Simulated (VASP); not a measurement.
# Nb (Pm-3m) in VASP: a series of runs, part 2 of 2

VASP 6.6.1.

## 4. Relaxation of cell and atoms, HSE06

Input file POSCAR:

```
Nb
1.0
    2.7196400000      0.0000000000      0.0000000000
    0.0000000000      2.7196400000      0.0000000000
    0.0000000000      0.0000000000      2.7196400000
Nb
1
Direct
    0.5000000000      0.5000000000      0.5000000000
```

Input file INCAR.step1:

```
PREC = Accurate
ENCUT = 600
EDIFF = 1E-5
ISMEAR = -1
SIGMA = 0.05
LREAL = F
LASPH = T
NELM = 60
ALGO = Normal
LWAVE = T
LCHARG = F
GGA = PE
NBANDS = 12
```

Input file INCAR.step2:

```
PREC = Accurate
ENCUT = 600
EDIFF = 1E-7
ISMEAR = -1
SIGMA = 0.05
LREAL = F
LASPH = T
NELM = 60
ALGO = Normal
ISIF = 3
LWAVE = F
LCHARG = F
GGA = PE
LHFCALC = T
HFSCREEN = 0.2079
PRECFOCK = Normal
IBRION = 2
NSW = 60
EDIFFG = -0.01
ISTART = 1
```

Input file KPOINTS:

```
Automatic mesh
0
Gamma
  5 5 5
```

Potentials or basis: VASP PAW PBE potentials, release 64 (Nb_sv).

Run with:

```console
$ cat potpaw_PBE.64/Nb_sv/POTCAR > POTCAR
$ cp INCAR.step1 INCAR
$ mpirun -np 1 vasp_std > vasp.out
$ cp INCAR.step2 INCAR
$ mpirun -np 1 vasp_std > vasp.out
```

OUTCAR:

```text
PREC = Accurate
   ENCUT = 600
   EDIFF = 1E-7
   ISMEAR = -1
   LREAL = F
   LASPH = T
   NELM = 60
   ISIF = 3
   GGA = PE
   LHFCALC = T
   HFSCREEN = 0.2079
   PRECFOCK = Normal
   IBRION = 2
   NSW = 60
   EDIFFG = -0.01
   ISTART = 1

 ion  position               nearest neighbor table
   1  0.500  0.500  0.500-

  LATTYP: Found a simple cubic cell.
 ALAT       =     2.7196400000

  Lattice vectors:

 A1 = (   2.7196400000,   0.0000000000,   0.0000000000)
 A2 = (   0.0000000000,   2.7196400000,   0.0000000000)
 A3 = (   0.0000000000,   0.0000000000,   2.7196400000)

Analysis of symmetry for initial positions (statically):
=====================================================================
 Subroutine PRICEL returns:
 Original cell was already a primitive cell.

 Routine SETGRP: Setting up the symmetry group for a
 simple cubic supercell.

 Subroutine GETGRP returns: Found 48 space group operations
 (whereof 48 operations were pure point group operations)
 out of a pool of 48 trial point group operations.

The static configuration has the point symmetry O_h .

Analysis of symmetry for dynamics (positions and initial velocities):
=====================================================================
 Subroutine PRICEL returns:
 Original cell was already a primitive cell.

 Routine SETGRP: Setting up the symmetry group for a
 simple cubic supercell.

 Subroutine GETGRP returns: Found 48 space group operations
 (whereof 48 operations were pure point group operations)
 out of a pool of 48 trial point group operations.

The dynamic configuration has the point symmetry O_h .

 Subroutine INISYM returns: Found 48 space group operations
 (whereof 48 operations are pure point group operations),
[... 93 lines left out ...]
   EFERMI =   0.00;   METHOD = LEGACY
   ISMEAR =    -1;   SIGMA  =   0.05  broadening in eV -4-tet -1-fermi 0-gaus
   EFERMI_NEDOS =   21; number of points for ismear=-14 and -15
   IALGO  =     38    algorithm
   IMIX   =      1    mixing-type and parameters
     AMIX     =   0.40;   BMIX     =  1.00
     AMIX_MAG =   1.60;   BMIX_MAG =  1.00
  volume/ion in A,a.u.               =      20.12       135.75
  Fermi-wavevector in a.u.,A,eV,Ry     =   1.415396  2.674710 27.257162  2.003345
  Thomas-Fermi vector in A             =   2.536839
   LORBIT       =      0    0 simple, 1 ext, 2 COOP (PROOUT), +10 PAW based schemes
   GGA     = PE    functional components
   LHFCALC =     T    Hartree Fock is set to
   PRECFOCK=normal    Normal, Fast or Accurate (Low or Medium for compatibility)
   ENCUT4O =  -1.0   cutoff for four orbital integrals eV
   NKREDX  =     1    reduce k-point grid by
   NKREDY  =     1    reduce k-point grid by
   NKREDZ  =     1    reduce k-point grid by
   AEXX    =    0.2500 exact exchange contribution
   HFSCREEN=    0.2079 screening length (either q_TF or 0.3 A-1)
   HFSCREENC=   0.2079 screening length for correlation (either q_TF or 0.3 A-1)
   ENCUTFOCK=  -1.0 apply spherical cutoff to Coloumb kernel
   IVDW    =     0    specifies the selected vdW correction
   LEPSILON=     F    determine dielectric tensor
   LRPA    =     F    only Hartree local field effects (RPA)
 conjugate gradient relaxation of ions
 non-spin polarized calculation
  energy-cutoff  :      600.00
  volume of cell :       20.12
 maximum number of plane-waves:       691
 NGX is ok and might be reduce to    24
  NGX = 18; NGY = 18; NGZ = 18

--------------------------------------- Ionic step        1  -------------------------------------------

 number of electron      12.9999999 magnetization

 Free energy of the ion-electron system (eV)
  ---------------------------------------------------
  ext. energy  EPLUGINS =         0.00000000
  ---------------------------------------------------
  free energy    TOTEN  =       -10.44494383 eV

  energy without entropy =      -10.41968506  energy(sigma->0) =      -10.43231445

------------------------ aborting loop because EDIFF is reached ----------------------------------------

  FORCE on cell =-STRESS in cart. coord.  units (eV):
  Direction    XX          YY          ZZ          XY          YZ          ZX
  --------------------------------------------------------------------------------------
  -------------------------------------------------------------------------------------
  Total        0.6345205      0.6345205      0.6345205     -0.0000000      0.0000000     -0.0000000
  in kB       50.5384588     50.5384588     50.5384588     -0.0000000      0.0000000     -0.0000000
  external PRESSURE =      50.5384588 kB  Pullay stress =       0.0000000 kB
[... 57 lines left out ...]
--------------------------------------- Ionic step        3  -------------------------------------------

 number of electron      12.9999999 magnetization

 Free energy of the ion-electron system (eV)
  ---------------------------------------------------
  ext. energy  EPLUGINS =         0.00000000
  ---------------------------------------------------
  free energy    TOTEN  =       -10.45704437 eV

  energy without entropy =      -10.43754153  energy(sigma->0) =      -10.44729295

 E-fermi :   9.1421     XC(G=0):  -9.5509

 val. band max:        9.0210300345   @ k =   0.4000   0.2000   0.2000
 cond. band min:       9.1966346895   @ k =   0.4000   0.4000   0.2000
 fundamental gap:      0.1756046550
 Fermi energy:         9.1420759553

 k-point     1 :       0.0000    0.0000    0.0000
  band No.  band energies     occupation
      1     -49.2231      2.00000
      2     -23.0930      2.00000
      3     -23.0929      2.00000
      4     -23.0929      2.00000
      5       2.7895      2.00000
      6       5.8739      2.00000
      7       5.8739      2.00000
      8      15.2652      0.00000
      9      15.2652      0.00000
     10      15.2652      0.00000
[... 143 lines left out ...]
  FREE ENERGIE OF THE ION-ELECTRON SYSTEM (eV)
  ---------------------------------------------------
  free  energy   TOTEN  =       -10.4570443699 eV

  energy  without entropy=      -10.4375415277  energy(sigma->0) =      -10.44729295

 reached required accuracy - stopping structural energy minimisation
```

It took 12 min on 1 thread of Intel Xeon Platinum 8488C (Sapphire Rapids), shared host; peak memory 0.25 GiB.

Results:

```
Free energy                           : -10.4570 eV
Relaxed volume                        : 20.90 Å³/atom
Relaxed cell                          : a = 2.754 Å, b = 2.754 Å, c = 2.754 Å, α = 90.00°, β = 90.00°, γ = 90.00°
Space group after relaxing (to 0.1 Å) : Pm-3m (No. 221)
Energy gained by relaxing             : 12.1 meV/atom
Ionic steps                           : 3
Pressure after relaxing               : 0.0 GPa
Band gap on the k mesh                : zero (an odd number of electrons rules out a gap without spin polarisation)
```

The path:
| step | energy change (eV) | largest force (eV/Å) | pressure (GPa) | volume (Å³) |
| --- | --- | --- | --- | --- |
| 1 | 0.0000 | 0.0000 | 5.05 | 20.12 |
| 2 | 0.0113 | 0.0000 | -6.32 | 22.02 |
| 3 | -0.0121 | 0.0000 | -0.04 | 20.90 |

Final structure:
```yaml
crystal:
  lattice:
    - [2.75432, 0.00000, 0.00000]
    - [0.00000, 2.75432, 0.00000]
    - [0.00000, 0.00000, 2.75432]
  atoms:
    - { symbol: Nb, position: [0.50000, 0.50000, 0.50000] }
```

Levels at points of the mesh, in eV from the Fermi level:
```
           k point  band 3  band 4  band 5  band 6  band 7  band 8  band 9  band 10
(0.00, 0.00, 0.00)  -32.23  -32.23   -6.35   -3.27   -3.27    6.12    6.12     6.12
```

Caveat: the k points lie up to 0.46 Å⁻¹ apart in the final cell, too coarse for converged energies and pressures of a metal; the PAW data sets were made with another functional, which shifts forces and pressure a little.

## 5. Relaxation of cell and atoms, PBE-based screened hybrid with 25 % exact exchange

POSCAR is that of step 4.

INCAR.step1 is that of step 4.

Changes to INCAR.step2 since step 4:

```diff
@@ -2,3 +2,3 @@
 ENCUT = 600
-EDIFF = 1E-7
+EDIFF = 1E-6
 ISMEAR = -1
@@ -14,3 +14,4 @@
 LHFCALC = T
-HFSCREEN = 0.2079
+AEXX = 0.25
+HFSCREEN = 0.3
 PRECFOCK = Normal
```

KPOINTS is that of step 4.

Potentials or basis: VASP PAW PBE potentials, release 64 (Nb_sv).

Run with:

```console
$ cat potpaw_PBE.64/Nb_sv/POTCAR > POTCAR
$ cp INCAR.step1 INCAR
$ mpirun -np 1 vasp_std > vasp.out
$ cp INCAR.step2 INCAR
$ mpirun -np 1 vasp_std > vasp.out
```

OUTCAR:

```text
PREC = Accurate
   ENCUT = 600
   EDIFF = 1E-6
   ISMEAR = -1
   LREAL = F
   LASPH = T
   NELM = 60
   ISIF = 3
   GGA = PE
   LHFCALC = T
   AEXX = 0.25
   HFSCREEN = 0.3
   PRECFOCK = Normal
   IBRION = 2
   NSW = 60
   EDIFFG = -0.01
   ISTART = 1

 ion  position               nearest neighbor table
   1  0.500  0.500  0.500-

  LATTYP: Found a simple cubic cell.
 ALAT       =     2.7196400000

  Lattice vectors:

 A1 = (   2.7196400000,   0.0000000000,   0.0000000000)
 A2 = (   0.0000000000,   2.7196400000,   0.0000000000)
 A3 = (   0.0000000000,   0.0000000000,   2.7196400000)

Analysis of symmetry for initial positions (statically):
=====================================================================
 Subroutine PRICEL returns:
 Original cell was already a primitive cell.

 Routine SETGRP: Setting up the symmetry group for a
 simple cubic supercell.

 Subroutine GETGRP returns: Found 48 space group operations
 (whereof 48 operations were pure point group operations)
 out of a pool of 48 trial point group operations.

[... 142 lines left out ...]
  NGX = 18; NGY = 18; NGZ = 18

--------------------------------------- Ionic step        1  -------------------------------------------

 number of electron      12.9999999 magnetization

 Free energy of the ion-electron system (eV)
  ---------------------------------------------------
  ext. energy  EPLUGINS =         0.00000000
  ---------------------------------------------------
  free energy    TOTEN  =       -10.09920929 eV

  energy without entropy =      -10.06655618  energy(sigma->0) =      -10.08288274

------------------------ aborting loop because EDIFF is reached ----------------------------------------

  FORCE on cell =-STRESS in cart. coord.  units (eV):
  Direction    XX          YY          ZZ          XY          YZ          ZX
  --------------------------------------------------------------------------------------
  -------------------------------------------------------------------------------------
  Total        0.5533018      0.5533018      0.5533018      0.0000000      0.0000000     -0.0000000
  in kB       44.0695316     44.0695316     44.0695316      0.0000000      0.0000000     -0.0000000
  external PRESSURE =      44.0695316 kB  Pullay stress =       0.0000000 kB
[... 57 lines left out ...]
--------------------------------------- Ionic step        3  -------------------------------------------

 number of electron      12.9999999 magnetization

 Free energy of the ion-electron system (eV)
  ---------------------------------------------------
  ext. energy  EPLUGINS =         0.00000000
  ---------------------------------------------------
  free energy    TOTEN  =       -10.10939827 eV

  energy without entropy =      -10.08065673  energy(sigma->0) =      -10.09502750

 E-fermi :   9.1862     XC(G=0):  -9.7110

 val. band max:        9.1088222484   @ k =   0.4000   0.2000   0.2000
 cond. band min:       9.2059906719   @ k =   0.4000   0.4000   0.2000
 fundamental gap:      0.0971684236
 Fermi energy:         9.1861786883

 k-point     1 :       0.0000    0.0000    0.0000
  band No.  band energies     occupation
      1     -48.9995      2.00000
      2     -22.8788      2.00000
      3     -22.8788      2.00000
      4     -22.8788      2.00000
      5       3.0179      2.00000
      6       6.0802      2.00000
      7       6.0802      2.00000
      8      15.1323      0.00000
      9      15.1323      0.00000
     10      15.1323      0.00000
[... 143 lines left out ...]
  FREE ENERGIE OF THE ION-ELECTRON SYSTEM (eV)
  ---------------------------------------------------
  free  energy   TOTEN  =       -10.1093982737 eV

  energy  without entropy=      -10.0806567315  energy(sigma->0) =      -10.09502750

 reached required accuracy - stopping structural energy minimisation
```

OSZICAR.step1:

```text
N       E                     dE             d eps       ncg     rms          rms(c)
DAV:   1     0.132225902751E+03    0.13223E+03   -0.77476E+03   240   0.118E+03
DAV:   2    -0.403829952777E+00   -0.13263E+03   -0.12749E+03   248   0.415E+02
DAV:   3    -0.857007249478E+01   -0.81662E+01   -0.77881E+01   428   0.857E+01
DAV:   4    -0.915641477556E+01   -0.58634E+00   -0.57564E+00   308   0.150E+01
DAV:   5    -0.916306050541E+01   -0.66457E-02   -0.66418E-02   368   0.210E+00    0.630E+00
DAV:   6    -0.890976413114E+01    0.25330E+00   -0.45491E-01   380   0.837E+00    0.243E+00
DAV:   7    -0.890103494830E+01    0.87292E-02   -0.10378E-01   412   0.394E+00    0.940E-01
DAV:   8    -0.890827189232E+01   -0.72369E-02   -0.12721E-02   272   0.148E+00    0.827E-02
DAV:   9    -0.890834250199E+01   -0.70610E-04   -0.11698E-03   376   0.234E-01    0.764E-02
DAV:  10    -0.890834721868E+01   -0.47167E-05   -0.37975E-05   272   0.633E-02
   1 F= -.89083472E+01 E0= -.88913474E+01  d E =-.339996E-01
```

Run time: 10 min. Hardware: 1 thread of Intel Xeon Platinum 8488C (Sapphire Rapids), shared host; peak memory 0.25 GiB.

What came out:

- Free energy: -10.1094 eV
- Relaxed volume: 20.86 Å³/atom
- Relaxed cell: a = 2.753 Å, b = 2.753 Å, c = 2.753 Å, α = 90.00°, β = 90.00°, γ = 90.00°
- Space group after relaxing (to 0.1 Å): Pm-3m (No. 221)
- Energy gained by relaxing: 10.2 meV/atom
- Ionic steps: 3
- Pressure after relaxing: 0.0 GPa
- Band gap on the k mesh: zero (an odd number of electrons rules out a gap without spin polarisation)

Step by step:
| step | energy change (eV) | largest force (eV/Å) | pressure (GPa) | volume (Å³) |
| --- | --- | --- | --- | --- |
| 1 | 0.0000 | 0.0000 | 4.41 | 20.12 |
| 2 | 0.0044 | 0.0000 | -4.93 | 21.77 |
| 3 | -0.0102 | 0.0000 | -0.05 | 20.86 |

Final structure:
```cif
data_structure
_symmetry_space_group_name_H-M 'P 1'
_symmetry_Int_Tables_number 1
_cell_length_a 2.7528
_cell_length_b 2.7528
_cell_length_c 2.7528
_cell_angle_alpha 90.000
_cell_angle_beta 90.000
_cell_angle_gamma 90.000
_cell_volume 20.86
loop_
_atom_site_label
_atom_site_type_symbol
_atom_site_fract_x
_atom_site_fract_y
_atom_site_fract_z
_atom_site_occupancy
Nb1 Nb 0.50000 0.50000 0.50000 1
```

Levels at points of the mesh, in eV from the Fermi level:
```tsv
k point	band 3	band 4	band 5	band 6	band 7	band 8	band 9	band 10
(0.00, 0.00, 0.00)	-32.06	-32.06	-6.17	-3.11	-3.11	5.95	5.95	5.95
```

Caveat: the k points lie up to 0.46 Å⁻¹ apart in the final cell, too coarse for converged energies and pressures of a metal; the PAW data sets were made with another functional, which shifts forces and pressure a little.

## 6. Overview

```tsv
level	share of exact exchange	screening parameter	gap on the mesh (eV)	pressure (GPa)	relaxed volume (Å³/atom)
PBE0	0.25	-	none	0.0	20.33
B3LYP	0.2	-	none	0.0	21.21
HSE06	0.25	0.2079 1/Å	none	0.0	20.90
PBE-based screened hybrid with 25 % exact exchange	0.25	0.3 1/Å	none	0.0	20.86
```

Alike in all rows: task relaxation of cell and atoms; potentials or basis VASP PAW PBE potentials, release 64 (Nb_sv); no spin polarisation; cell relaxed; k mesh 5 × 5 × 5; cutoff (eV) 600; smearing fermi-dirac 0.05 eV.

Caveats: all runs use coarse meshes; the PAW data sets were made with another functional, which shifts forces and pressure a little.

Total energies depend on the potentials used, so only differences within one code and one set of settings carry meaning.
